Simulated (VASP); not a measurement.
# HC12 (a cell with a defect) in VASP: a series of runs

Runs on HC12 (a cell with a defect). Level: LDA. Tasks: single point.

Program: VASP 6.6.1. These are calculated values, not measurements. Logs are shortened: lines on timing, memory, paths and dates and some standing lists are left out, and cuts for length are marked.

**1. The cell of the first run**

The cell holds a defect, 13 atoms: a = 4.325 Å, b = 4.325 Å, c = 4.325 Å, α = 80.41°, β = 70.53°, γ = 60.00°.

**2. Single point, LDA**

The input, INCAR:

```
ALGO     = Normal         # electronic algorithm
EDIFF    = 1E-6           # SCF threshold, eV
ENCUT    = 520            # plane-wave cutoff, eV
ISIF     = 2              # what is computed and relaxed
ISMEAR   = 0              # smearing method
LASPH    = T              # aspherical terms in the spheres
LCHARG   = T              # write CHGCAR
LELF     = T              # ELF
LREAL    = F              # projectors in reciprocal space
LVHAR    = T            
LWAVE    = F              # write WAVECAR
NBANDS   = 36             # bands
NELECT   = 48.0         
NELM     = 100            # most SCF steps
PREC     = Accurate       # precision mode
SIGMA    = 0.05           # smearing width, eV
```

The input, KPOINTS:

```
k-points
0
Gamma
  6 6 6
```

The input, POSCAR:

```
HC12
1.0
    1.7657489870     -3.5314979740     -1.7657489870
    3.5314979740     -1.7657489870      1.7657489870
   -1.7657489870     -3.5314979740      1.7657489870
C H
12 1
Direct
    0.2500000000      1.0000000000      0.2500000000
    0.0833333333      0.3333333333      0.7500000000
    0.9166666667      0.6666666667      0.2500000000
    0.7500000000      1.0000000000      0.7500000000
    0.5833333333      0.3333333333      0.2500000000
    0.4166666667      0.6666666667      0.7500000000
    0.9583333333      0.3333333333      0.1250000000
    0.7916666667      0.6666666667      0.6250000000
    0.6250000000      1.0000000000      0.1250000000
    0.4583333333      0.3333333333      0.6250000000
    0.2916666667      0.6666666667      0.1250000000
    0.1250000000      1.0000000000      0.6250000000
    1.1805555556      0.4722222222      0.2083333333
```

Potentials or basis: VASP PAW LDA potentials, release 64 (C, H).

On the command line:

```bash
$ cat potpaw_LDA.64/C/POTCAR potpaw_LDA.64/H/POTCAR > POTCAR
$ mpirun -np 1 vasp_std > vasp.out
```

OUTCAR:

```text
EDIFF = 1E-6
   ENCUT = 520
   ISIF = 2
   ISMEAR = 0
   LASPH = T
   LREAL = F
   NELECT = 48.0
   NELM = 100
   PREC = Accurate

 ion  position               nearest neighbor table
   1  0.250  0.000  0.250-  11 1.53   9 1.53   7 1.53  12 1.53
   2  0.083  0.333  0.750-  12 1.53   8 1.53  10 1.53   7 1.53
   3  0.917  0.667  0.250-  13 1.00   9 1.53  11 1.53   8 1.53   7 1.53
   4  0.750  0.000  0.750-   8 1.53   9 1.53  10 1.53  12 1.53
   5  0.583  0.333  0.250-   9 1.53   7 1.53  10 1.53  11 1.53
   6  0.417  0.667  0.750-   8 1.53  11 1.53  12 1.53  10 1.53
   7  0.958  0.333  0.125-   1 1.53   2 1.53   5 1.53   3 1.53
   8  0.792  0.667  0.625-   4 1.53   3 1.53   2 1.53   6 1.53
   9  0.625  0.000  0.125-   5 1.53   3 1.53   4 1.53   1 1.53
  10  0.458  0.333  0.625-   2 1.53   4 1.53   5 1.53   6 1.53
  11  0.292  0.667  0.125-  13 1.12   1 1.53   5 1.53   6 1.53   3 1.53
  12  0.125  0.000  0.625-   2 1.53   1 1.53   4 1.53   6 1.53
  13  0.181  0.472  0.208-   3 1.00  11 1.12

  LATTYP: Found a base centered monoclinic cell.
 ALAT       =     4.3251840320
 B/A-ratio  =     1.7320508076
 C/A-ratio  =     1.0000000000
 COS(beta)  =    -0.3333333333

  Lattice vectors:

 A1 = (   1.7657489870,   1.7657489870,   3.5314979740)
 A2 = (  -3.5314979740,   1.7657489870,  -1.7657489870)
 A3 = (  -1.7657489870,  -3.5314979740,   1.7657489870)

Analysis of symmetry for initial positions (statically):
=====================================================================
 Subroutine PRICEL returns:
 Original cell was already a primitive cell.

 Routine SETGRP: Setting up the symmetry group for a
 base centered monoclinic supercell.

 Subroutine GETGRP returns: Found  1 space group operations
 (whereof  1 operations were pure point group operations)
 out of a pool of  4 trial point group operations.

The static configuration has the point symmetry C_1 .

Analysis of symmetry for dynamics (positions and initial velocities):
=====================================================================
 Subroutine PRICEL returns:
 Original cell was already a primitive cell.

 Routine SETGRP: Setting up the symmetry group for a
 base centered monoclinic supercell.

 Subroutine GETGRP returns: Found  1 space group operations
 (whereof  1 operations were pure point group operations)
 out of a pool of  4 trial point group operations.

The dynamic configuration has the point symmetry C_1 .

 Subroutine INISYM returns: Found  1 space group operations
 (whereof  1 operations are pure point group operations),
 and found     1 'primitive' translations

----------------------------------------------------------------------------------------

                                     Primitive cell

  volume of cell :      66.0645

  direct lattice vectors                    reciprocal lattice vectors
     1.765748987 -3.531497974 -1.765748987     0.047194326 -0.141582978 -0.235971630
     3.531497974 -1.765748987  1.765748987     0.188777304  0.000000000  0.188777304
    -1.765748987 -3.531497974  1.765748987    -0.141582978 -0.141582978  0.141582978

  length of vectors
     4.325184032  4.325184032  4.325184032     0.279205398  0.266971424  0.245228911

  position of ions in fractional coordinates (direct lattice)
     0.250000000  0.000000000  0.250000000
     0.083333333  0.333333333  0.750000000
     0.916666667  0.666666667  0.250000000
     0.750000000  0.000000000  0.750000000
     0.583333333  0.333333333  0.250000000
     0.416666667  0.666666667  0.750000000
     0.958333333  0.333333333  0.125000000
     0.791666667  0.666666667  0.625000000
     0.625000000  0.000000000  0.125000000
     0.458333333  0.333333333  0.625000000
     0.291666667  0.666666667  0.125000000
     0.125000000  0.000000000  0.625000000
     0.180555556  0.472222222  0.208333333

  ion indices of the primitive-cell ions
   primitive index   ion index
                 1           1
                 2           2
                 3           3
                 4           4
                 5           5
                 6           6
                 7           7
                 8           8
                 9           9
                10          10
                11          11
                12          12
                13          13

----------------------------------------------------------------------------------------

 KPOINTS: k-points

Automatic generation of k-mesh.
 Grid dimensions read from file:
 generate k-points for:    6    6    6

 Generating k-lattice:

  Cartesian coordinates                     Fractional coordinates (reciprocal lattice)
     0.007865721 -0.023597163 -0.039328605     0.166666667 -0.000000000 -0.000000000
     0.031462884  0.000000000  0.031462884     0.000000000  0.166666667  0.000000000
    -0.023597163 -0.023597163  0.023597163     0.000000000  0.000000000  0.166666667

  Length of vectors
     0.046534233  0.044495237  0.040871485

  Shift w.r.t. Gamma in fractional coordinates (k-lattice)
     0.000000000  0.000000000  0.000000000

 Subroutine IBZKPT returns following result:
 ===========================================

 Found    112 irreducible k-points:

 Following reciprocal coordinates:
            Coordinates               Weight
  0.000000  0.000000  0.000000      1.000000
  0.166667  0.000000  0.000000      2.000000
 -0.166667 -0.166667 -0.000000      2.000000
  0.333333 -0.000000  0.000000      2.000000
 -0.333333 -0.333333 -0.000000      2.000000
  0.500000 -0.000000  0.000000      1.000000
[... 16 lines left out ...]
 -0.166667 -0.166667 -0.166667      2.000000
  0.333333 -0.000000  0.166667      2.000000
 [... further k-points ...]
   k-points           NKPTS =    112   k-points in BZ     NKDIM =    112   number of bands    NBANDS=     36
   number of dos      NEDOS =    301   number of ions     NIONS =     13
   total plane-waves  NPLWV =  32768
   dimension x,y,z NGX =    32 NGY =   32 NGZ =   32
   dimension x,y,z NGXF=    64 NGYF=   64 NGZF=   64
   ions per type =              12   1
   NGX,Y,Z   is equivalent  to a cutoff of  12.30, 12.30, 12.30 a.u.
   NGXF,Y,Z  is equivalent  to a cutoff of  24.60, 24.60, 24.60 a.u.
 SYSTEM =  unknown system
   PREC   = accura    normal or accurate (medium, high low for compatibility)
   ISTART =      0    job   : 0-new  1-cont  2-samecut
   ICHARG =      2    charge: 1-file 2-atom 10-const
   ISPIN  =      1    spin polarized calculation?
   LNONCOLLINEAR =      F non collinear calculations
   LSORBIT =      F    spin-orbit coupling
   LASPH  =      T    aspherical Exc in radial PAW
   ENCUT  =  520.0 eV  38.22 Ry    6.18 a.u.   8.04  8.04  8.04*2*pi/ulx,y,z
   NELM   =    100;   NELMIN=  2; NELMDL= -5     # of ELM steps
   EDIFF  = 0.1E-05   stopping-criterion for ELM
   LREAL  =      F    real-space projection
   EDIFFG = 0.1E-04   stopping-criterion for IOM
   NSW    =      0    number of steps for IOM
   IBRION =     -1    ionic relax: 0-MD 1-quasi-New 2-CG
   NFREE  =      0    steps in history (QN), initial steepest desc. (CG)
   ISIF   =      2    stress and relaxation
   ISYM   =      2    0-nonsym 1-usesym 2-fastsym
   POTIM  = 0.5000    time-step for ionic-motion
   TEBEG  =    0.0;   TEEND  =   0.0 temperature during run
   PSTRESS=    0.0 pullay stress
   NELECT =      48.0000    total number of electrons
   NUPDOWN=      -1.0000    fix difference up-down
   EMIN   =  10.00;   EMAX   =-10.00  energy-range for DOS
   EFERMI =   0.00;   METHOD = LEGACY
   ISMEAR =     0;   SIGMA  =   0.05  broadening in eV -4-tet -1-fermi 0-gaus
   EFERMI_NEDOS =   21; number of points for ismear=-14 and -15
   IALGO  =     38    algorithm
   IMIX   =      4    mixing-type and parameters
     AMIX     =   0.40;   BMIX     =  1.00
     AMIX_MAG =   1.60;   BMIX_MAG =  1.00
  volume/ion in A,a.u.               =       5.08        34.29
  Fermi-wavevector in a.u.,A,eV,Ry     =   1.471745  2.781195 29.470667  2.166033
  Thomas-Fermi vector in A             =   2.586844
   LORBIT       =      0    0 simple, 1 ext, 2 COOP (PROOUT), +10 PAW based schemes
   GGA     = CA    functional components
   LHFCALC =     F    Hartree Fock is set to
   AEXX    =    0.0000 exact exchange contribution
   IVDW    =     0    specifies the selected vdW correction
   LEPSILON=     F    determine dielectric tensor
   LRPA    =     F    only Hartree local field effects (RPA)
 non-spin polarized calculation
 Gauss-broadening in eV      SIGMA  =   0.05
  energy-cutoff  :      520.00
  volume of cell :       66.06
 maximum number of plane-waves:      1807
   NGX = 17   NGY = 17   NGZ = 17

 number of electron      47.9999998 magnetization

 Free energy of the ion-electron system (eV)
  ---------------------------------------------------
  ext. energy  EPLUGINS =         0.00000000
  ---------------------------------------------------
  free energy    TOTEN  =      -130.96944816 eV

  energy without entropy =     -130.96944816  energy(sigma->0) =     -130.96944816

 E-fermi :  10.6004     XC(G=0): -13.6459

 val. band max:       10.3362519916   @ k =   0.0000   0.0000   0.0000
 cond. band min:      13.3214665185   @ k =  -0.3333   0.3333   0.3333
 fundamental gap:      2.9852145269
 Fermi energy:        10.6004091436

 k-point     1 :       0.0000    0.0000    0.0000
  band No.  band energies     occupation
      1     -12.3722      2.00000
      2      -7.2450      2.00000
      3      -4.6382      2.00000
      4      -4.0059      2.00000
      5      -3.7270      2.00000
      6      -3.4806      2.00000
[... 28 lines left out ...]
     35      20.3244      0.00000
     36      20.6908      0.00000
[... 866 lines left out ...]
      6      -4.3415      2.00000
[... 28 lines left out ...]
     35      19.7526      0.00000
     36      20.4668      0.00000

 [... further k-points ...]

------------------------ aborting loop because EDIFF is reached ----------------------------------------

  FORCE on cell =-STRESS in cart. coord.  units (eV):
  Direction    XX          YY          ZZ          XY          YZ          ZX
  --------------------------------------------------------------------------------------
  -------------------------------------------------------------------------------------
  Total       -6.3291050     -6.4071601     -3.8105314     -2.2188721      3.6225943      0.5425191
  in kB     -153.4916439   -155.3846144    -92.4119182    -53.8114508     87.8541207     13.1570180
  external PRESSURE =    -133.7627255 kB  Pullay stress =       0.0000000 kB

 VOLUME and BASIS-vectors are now :
 -----------------------------------------------------------------------------
  energy-cutoff  :      520.00
  volume of cell :       66.06
      direct lattice vectors                 reciprocal lattice vectors
     1.765748987 -3.531497974 -1.765748987     0.047194326 -0.141582978 -0.235971630
     3.531497974 -1.765748987  1.765748987     0.188777304  0.000000000  0.188777304
    -1.765748987 -3.531497974  1.765748987    -0.141582978 -0.141582978  0.141582978

 POSITION                                       TOTAL-FORCE (eV/Angst)
 -----------------------------------------------------------------------------------
      0.00000     -1.76575      0.00000        -1.167270     -0.383998      0.377056
     -0.00000     -3.53150      1.76575         0.215360      0.069326     -0.121883
      3.53150     -5.29725     -0.00000        -0.438758      3.945681      8.781122
      0.00000     -5.29725      0.00000         0.278115      0.180252     -0.263039
      1.76575     -3.53150      0.00000        -0.494890     -1.695701     -0.626378
      1.76575     -5.29725      1.76575         0.219573      0.634028     -0.261574
      2.64862     -4.41437     -0.88287        -0.876814      2.065769     -0.741045
      2.64862     -6.18012      0.88287        -0.442262     -0.624731      0.590665
      0.88287     -2.64862     -0.88287         0.600487      0.504848     -1.077496
      0.88287     -4.41437      0.88287        -0.173722     -0.188596      0.184570
      2.64862     -2.64862      0.88287         5.494045     -2.494552     -1.566990
     -0.88287     -2.64862      0.88287        -0.297810     -0.208983      0.301627
      1.61860     -2.20719      0.88287        -2.916054     -1.803344     -5.576635
 -----------------------------------------------------------------------------------
    total drift:                               -0.000101     -0.000037     -0.000167

  FREE ENERGIE OF THE ION-ELECTRON SYSTEM (eV)
  ---------------------------------------------------
  free  energy   TOTEN  =      -130.9694481564 eV

  energy  without entropy=     -130.9694481564  energy(sigma->0) =     -130.96944816
```

Wall time 2.4 min (1 thread of AMD EPYC 9R45 (Zen 5), shared host); peak memory 0.25 GiB.

What came out:

| Property | Result |
| --- | --- |
| Free energy | -130.9694 eV |
| Largest force | 9.637 eV/Å |

Forces in eV/Å, atoms in the order of the input:
```
C   -1.167 -0.384  0.377
C    0.215  0.069 -0.122
C   -0.439  3.946  8.781
C    0.278  0.180 -0.263
C   -0.495 -1.696 -0.626
C    0.220  0.634 -0.262
C   -0.877  2.066 -0.741
C   -0.442 -0.625  0.591
C    0.600  0.505 -1.077
C   -0.174 -0.189  0.185
C    5.494 -2.495 -1.567
C   -0.298 -0.209  0.302
H   -2.916 -1.803 -5.577
```

Caveat: the cell carries a net charge on a neutralising background, which shifts energy and pressure; the cell is charged against a uniform background, so pressure and absolute levels hang on convention.

**3. Single point, LDA**

The input, INCAR:

```
PREC = Accurate ; ENCUT = 520
EDIFF = 1E-7 ; ISMEAR = 0
SIGMA = 0.05 ; LREAL = False
LASPH = True ; NELM = 80
ALGO = Normal ; ISIF = 2
LWAVE = False ; LCHARG = False
NELECT = 48.0 ; NBANDS = 36
```

The input, KPOINTS:

```
Automatic mesh
0
Gamma
  6 6 6
```

POSCAR, as its differences from that of step 2:

```diff
@@ -20,2 +20,2 @@
     0.1250000000      1.0000000000      0.6250000000
-    1.1805555556      0.4722222222      0.2083333333
+    1.1944444444      0.5277777778      0.1666666667
```

Potentials or basis: VASP PAW LDA potentials, release 64 (C, H).

On the command line:

```bash
$ cat potpaw_LDA.64/C/POTCAR potpaw_LDA.64/H/POTCAR > POTCAR
$ mpirun -np 1 vasp_std > vasp.out
```

Wall time 2.5 min (1 thread of Intel Xeon Platinum 8488C (Sapphire Rapids), shared host); peak memory 0.28 GiB.

It converged, with:

| Item | Value |
| --- | --- |
| Free energy | -128.9111 eV |
| Largest force | 20.892 eV/Å |

Forces on the atoms (eV/Å):
```
C    -0.896  -0.412   0.741
C     0.170   0.164  -0.188
C    -2.999   4.967   9.259
C     0.283   0.181  -0.257
C    -0.606  -1.652  -0.631
C     0.578   0.734  -0.454
C    -0.421   1.294  -0.469
C    -0.214  -0.774   0.173
C     0.606   0.335  -0.920
C    -0.146  -0.083   0.205
C    17.906 -10.592  -1.910
C    -0.243  -0.152   0.267
H   -14.019   5.991  -5.815
```

Levels at points of the mesh, in eV from the Fermi level:
```csv
k point,band 20,band 21,band 22,band 23,band 24,band 25,band 26,band 27,band 28,band 29
"(0.00, 0.00, 0.00)",-3.69,-3.41,-0.57,-0.32,-0.31,4.01,4.75,5.06,5.79,6.29
"(0.50, 0.00, 0.00)",-4.82,-4.70,-4.44,-2.40,-2.37,4.02,5.85,6.23,6.39,7.76
"(0.50, 0.50, 0.00)",-4.83,-4.70,-4.45,-2.44,-2.32,4.41,5.81,6.21,6.43,7.62
"(0.00, 0.50, 0.00)",-5.12,-3.30,-3.24,-2.30,-1.48,4.01,4.31,6.17,6.66,7.57
"(0.00, 0.00, 0.50)",-5.46,-3.32,-2.80,-1.66,-1.64,5.07,6.39,6.67,7.00,7.05
"(0.50, 0.00, 0.50)",-4.03,-3.89,-3.63,-3.16,-3.12,3.36,4.42,4.95,5.91,6.63
"(0.50, 0.50, 0.50)",-4.03,-3.88,-3.67,-3.17,-3.12,3.68,4.33,5.11,5.92,6.18
"(0.00, 0.50, 0.50)",-4.88,-4.81,-4.52,-4.14,-4.08,4.96,5.38,5.75,6.19,6.23
```

Caveat: the cell carries a net charge on a neutralising background, which shifts energy and pressure; the cell is charged against a uniform background, so pressure and absolute levels hang on convention.
